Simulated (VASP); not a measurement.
Input of a VASP 6.6.1 run:

INCAR

```
PREC = Accurate
ENCUT = 520
EDIFF = 1E-6
ISMEAR = 0
SIGMA = 0.05
LREAL = False
LASPH = True
NELM = 80
ALGO = Normal
ISIF = 2
LWAVE = False
LCHARG = False
GGA = PS
NBANDS = 18
```

Contents of KPOINTS:

```
Automatic mesh
0
Gamma
  12 12 6
```

File POSCAR:

```
NiO2
1.0
    2.7656549825      0.0000000000      0.0000000000
   -1.3828274913      2.3951274729      0.0000000000
    0.0000000000      0.0000000000      5.0387468126
Ni O
1 2
Direct
    0.0000000000      0.0000000000      0.5000000000
    0.6666666667      0.3333333333      0.6750910825
    0.3333333333      0.6666666667      0.3249089175
```

Potentials or basis: VASP PAW PBE potentials, release 64 (Ni, O).

Run with:

```bash
$ cat potpaw_PBE.64/Ni/POTCAR potpaw_PBE.64/O/POTCAR > POTCAR
$ mpirun -np 1 vasp_std > vasp.out
```

Q: Predict the pressure.

A: 11.2 GPa.

Q: Predict the largest force.

A: 1.298 eV/Å.

Forces in eV/Å, atoms in the order of the input:
```
Ni   0.000  0.000  0.000
O    0.000  0.000  1.298
O    0.000  0.000 -1.298
```

Caveat: the PAW data sets were made with another functional, which shifts forces and pressure a little. Spin polarisation is off, so any magnetic state and its effect on volume and gap are missing.
